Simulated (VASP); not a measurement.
# Cs3InO2 (Amm2) in VASP: single point with PBE

Aim: the single point of Cs3InO2 with PBE.

Everything below comes from runs of VASP 6.6.1. Logs are shortened: lines on timing, memory, paths and dates and some standing lists are left out, and cuts for length are marked.

## Step 1: The cell of the first run

The structure is orthorhombic, space group Amm2 (No. 38). Conventional cell: a = 3.748 Å, b = 10.690 Å, c = 11.062 Å, α = 90.00°, β = 90.00°, γ = 90.00°. Cs (site symmetry mm2) has 3 O at 2.69 to 3.08 Å within 3.5 Å. Cs (site symmetry m) has 3 O at 2.76 to 3.61 Å and 3 Cs at 3.56 to 3.75 Å within 3.8 Å. In (site symmetry mm2) has 2 O at 2.26 Å within 3.0 Å. Within 3.1 Å of O (site symmetry mm2) lie 2 In at 2.26 Å and 2 Cs at 3.08 Å. O (site symmetry mm2) has 5 Cs at 2.69 to 2.76 Å within 3.5 Å.

## Step 2: Single point, PBE

Contents of INCAR:

```
SYSTEM = Cs3InO2
PREC = Accurate
ENCUT = 520
EDIFF = 1E-7
ISMEAR = 0
SIGMA = 0.01
LREAL = .FALSE.
LASPH = .TRUE.
NELM = 60
ALGO = Normal
ISIF = 2
LWAVE = .FALSE.
LCHARG = .FALSE.
GGA = PE
NBANDS = 35
```

Contents of KPOINTS:

```
Automatic mesh
0
G
  8 4 4
  0 0 0
```

Contents of POSCAR:

```
Cs3InO2
1.0
    3.7480392222      0.0000000000      0.0000000000
    0.0000000000      5.3452190087      5.5311543140
    0.0000000000     -5.3452190087      5.5311543140
Cs In O
3 1 2
Direct
    0.5000000000      0.8079911055      0.8079911055
    0.0000000000      0.3108647006      0.6442082433
    0.0000000000      0.6442082433      0.3108647006
    0.5000000000      0.1429891014      0.1429891014
    0.0000000000      0.0289035939      0.0289035939
    0.5000000000      0.5650432352      0.5650432352
```

Potentials or basis: VASP PAW PBE potentials, release 64 (Cs_sv, In_d, O).

Command:

```bash
> cat potpaw_PBE.64/Cs_sv/POTCAR potpaw_PBE.64/In_d/POTCAR potpaw_PBE.64/O/POTCAR > POTCAR
> mpirun -np 1 vasp_std > vasp.out
```

OUTCAR:

```text
SYSTEM = Cs3InO2
   PREC = Accurate
   ENCUT = 520
   EDIFF = 1E-7
   ISMEAR = 0
   LREAL = .FALSE.
   LASPH = .TRUE.
   NELM = 60
   ISIF = 2
   GGA = PE

 ion  position               nearest neighbor table
   1  0.500  0.808  0.808-
   2  0.000  0.311  0.644-
   3  0.000  0.644  0.311-
   4  0.500  0.143  0.143-   5 2.26   5 2.26
   5  0.000  0.029  0.029-   4 2.26   4 2.26
   6  0.500  0.565  0.565-

  LATTYP: Found a base centered orthorhombic cell.
 ALAT       =    10.6904380174
 B/A-ratio  =     1.0347853484
 C/A-ratio  =     0.3505973484

  Lattice vectors:

 A1 = (   0.0000000000,   5.3452190087,  -5.5311543140)
 A2 = (   0.0000000000,   5.3452190087,   5.5311543140)
 A3 = (   3.7480392222,   0.0000000000,   0.0000000000)

Analysis of symmetry for initial positions (statically):
=====================================================================
 Subroutine PRICEL returns:
 Original cell was already a primitive cell.

 Routine SETGRP: Setting up the symmetry group for a
 base centered orthorhombic supercell.

 Subroutine GETGRP returns: Found  4 space group operations
 (whereof  4 operations were pure point group operations)
 out of a pool of  8 trial point group operations.

The static configuration has the point symmetry C_2v.

Analysis of symmetry for dynamics (positions and initial velocities):
=====================================================================
 Subroutine PRICEL returns:
 Original cell was already a primitive cell.

 Routine SETGRP: Setting up the symmetry group for a
 base centered orthorhombic supercell.

 Subroutine GETGRP returns: Found  4 space group operations
 (whereof  4 operations were pure point group operations)
 out of a pool of  8 trial point group operations.

The dynamic configuration has the point symmetry C_2v.

 Subroutine INISYM returns: Found  4 space group operations
 (whereof  4 operations are pure point group operations),
 and found     1 'primitive' translations

----------------------------------------------------------------------------------------

                                     Primitive cell

  volume of cell :     221.6233

  direct lattice vectors                    reciprocal lattice vectors
     3.748039222  0.000000000  0.000000000     0.266806173  0.000000000  0.000000000
     0.000000000  5.345219009  5.531154314     0.000000000  0.093541537  0.090397044
     0.000000000 -5.345219009  5.531154314     0.000000000 -0.093541537  0.090397044

  length of vectors
[... 94 lines left out ...]
   IBRION =     -1    ionic relax: 0-MD 1-quasi-New 2-CG
   NFREE  =      0    steps in history (QN), initial steepest desc. (CG)
   ISIF   =      2    stress and relaxation
   ISYM   =      2    0-nonsym 1-usesym 2-fastsym
   POTIM  = 0.5000    time-step for ionic-motion
   TEBEG  =    0.0;   TEEND  =   0.0 temperature during run
   PSTRESS=    0.0 pullay stress
   NELECT =      52.0000    total number of electrons
   NUPDOWN=      -1.0000    fix difference up-down
   EMIN   =  10.00;   EMAX   =-10.00  energy-range for DOS
   EFERMI =   0.00;   METHOD = LEGACY
   ISMEAR =     0;   SIGMA  =   0.01  broadening in eV -4-tet -1-fermi 0-gaus
   EFERMI_NEDOS =   21; number of points for ismear=-14 and -15
   IALGO  =     38    algorithm
   IMIX   =      4    mixing-type and parameters
     AMIX     =   0.40;   BMIX     =  1.00
     AMIX_MAG =   1.60;   BMIX_MAG =  1.00
  volume/ion in A,a.u.               =      36.94       249.26
  Fermi-wavevector in a.u.,A,eV,Ry     =   1.009727  1.908108 13.871812  1.019549
  Thomas-Fermi vector in A             =   2.142673
   LORBIT       =      0    0 simple, 1 ext, 2 COOP (PROOUT), +10 PAW based schemes
   GGA     = PE    functional components
   LHFCALC =     F    Hartree Fock is set to
   AEXX    =    0.0000 exact exchange contribution
   IVDW    =     0    specifies the selected vdW correction
   LEPSILON=     F    determine dielectric tensor
   LRPA    =     F    only Hartree local field effects (RPA)
 non-spin polarized calculation
 Gauss-broadening in eV      SIGMA  =   0.01
  energy-cutoff  :      520.00
  volume of cell :      221.62
 maximum number of plane-waves:      6014
 NGX is ok and might be reduce to    28
   NGX = 13   NGY = 29   NGZ = 29

 number of electron      51.9999996 magnetization

 Free energy of the ion-electron system (eV)
  ---------------------------------------------------
  ext. energy  EPLUGINS =         0.00000000
  ---------------------------------------------------
  free energy    TOTEN  =       -20.48714057 eV

  energy without entropy =      -20.48714057  energy(sigma->0) =      -20.48714057

 E-fermi :   1.7141     XC(G=0):  -7.6011

 val. band max:        1.6293513789   @ k =   0.5000   0.5000   0.5000
 cond. band min:       2.5858151534   @ k =   0.0000   0.5000   0.0000
 fundamental gap:      0.9564637745
 Fermi energy:         1.7141051537

 k-point     1 :       0.0000    0.0000    0.0000
  band No.  band energies     occupation
      1     -20.3253      2.00000
      2     -19.9923      2.00000
      3     -19.8314      2.00000
      4     -15.0517      2.00000
      5     -13.1967      2.00000
      6     -12.1331      2.00000
[... 901 lines left out ...]
     34       6.3824      0.00000
     35       6.6725      0.00000

 [... further k-points ...]

------------------------ aborting loop because EDIFF is reached ----------------------------------------

  FORCE on cell =-STRESS in cart. coord.  units (eV):
  Direction    XX          YY          ZZ          XY          YZ          ZX
  --------------------------------------------------------------------------------------
  -------------------------------------------------------------------------------------
  Total        0.2703280      0.1346491      0.2325985      0.0000000      0.0000000      0.0000000
  in kB        1.9542772      0.9734160      1.6815203      0.0000000      0.0000000      0.0000000
  external PRESSURE =       1.5364045 kB  Pullay stress =       0.0000000 kB

 VOLUME and BASIS-vectors are now :
 -----------------------------------------------------------------------------
  energy-cutoff  :      520.00
  volume of cell :      221.62
      direct lattice vectors                 reciprocal lattice vectors
     3.748039222  0.000000000  0.000000000     0.266806173  0.000000000  0.000000000
     0.000000000  5.345219009  5.531154314     0.000000000  0.093541537  0.090397044
     0.000000000 -5.345219009  5.531154314     0.000000000 -0.093541537  0.090397044

 POSITION                                       TOTAL-FORCE (eV/Angst)
 -----------------------------------------------------------------------------------
      1.87402      0.00000      8.93825         0.000000      0.000000      0.048994
      0.00000     -1.78179      5.28266         0.000000     -0.051114     -0.027536
      0.00000      1.78179      5.28266         0.000000      0.051114     -0.027536
      1.87402      0.00000      1.58179         0.000000      0.000000      0.025294
      0.00000      0.00000      0.31974         0.000000      0.000000     -0.009322
      1.87402      0.00000      6.25068         0.000000      0.000000     -0.009894
 -----------------------------------------------------------------------------------
    total drift:                                0.000000     -0.000000     -0.000054

  FREE ENERGIE OF THE ION-ELECTRON SYSTEM (eV)
  ---------------------------------------------------
  free  energy   TOTEN  =       -20.4871405701 eV

  energy  without entropy=      -20.4871405701  energy(sigma->0) =      -20.48714057
```

OSZICAR:

```text
N       E                     dE             d eps       ncg     rms          rms(c)
DAV:   1     0.473165456021E+03    0.47317E+03   -0.21606E+04  2450   0.134E+03
DAV:   2     0.351174208626E+02   -0.43805E+03   -0.41090E+03  2994   0.314E+02
[... 11 lines left out ...]
DAV:  14    -0.204871645115E+02   -0.19347E-03   -0.10759E-03  3248   0.139E-01    0.531E-02
DAV:  15    -0.204871320241E+02    0.32487E-04   -0.42475E-04  3186   0.827E-02    0.133E-02
DAV:  16    -0.204871401054E+02   -0.80813E-05   -0.44638E-05  2676   0.294E-02    0.838E-03
DAV:  17    -0.204871405585E+02   -0.45313E-06   -0.10765E-05  3558   0.150E-02    0.358E-03
DAV:  18    -0.204871404802E+02    0.78280E-07   -0.20778E-06  3234   0.573E-03    0.107E-03
DAV:  19    -0.204871405701E+02   -0.89944E-07   -0.14655E-07  2238   0.183E-03
   1 F= -.20487141E+02 E0= -.20487141E+02  d E =-.280520E-35
```

Wall time 4.1 min (1 thread of Intel Xeon Platinum 8375C at 2.90GHz (Ice Lake), shared host); peak memory 0.44 GiB.

Results:

```yaml
Free_energy: -20.4871 eV
Pressure: 0.2 GPa
Largest_force: 0.058 eV/Å
Band_gap_on_the_k_mesh: 0.96 eV (least direct gap 1.11 eV)
```

Forces in eV/Å, atoms in the order of the input:
```
Cs   0.000  0.000  0.049
Cs   0.000 -0.051 -0.028
Cs   0.000  0.051 -0.028
In   0.000  0.000  0.025
O    0.000  0.000 -0.009
O    0.000  0.000 -0.010
```

Stress tensor (GPa, compression positive):
```
0.20 0.00 0.00
0.00 0.10 0.00
0.00 0.00 0.17
```

Caveat: spin-orbit coupling is left out, which moves the levels of the heavy elements. A k mesh can miss the band edges.
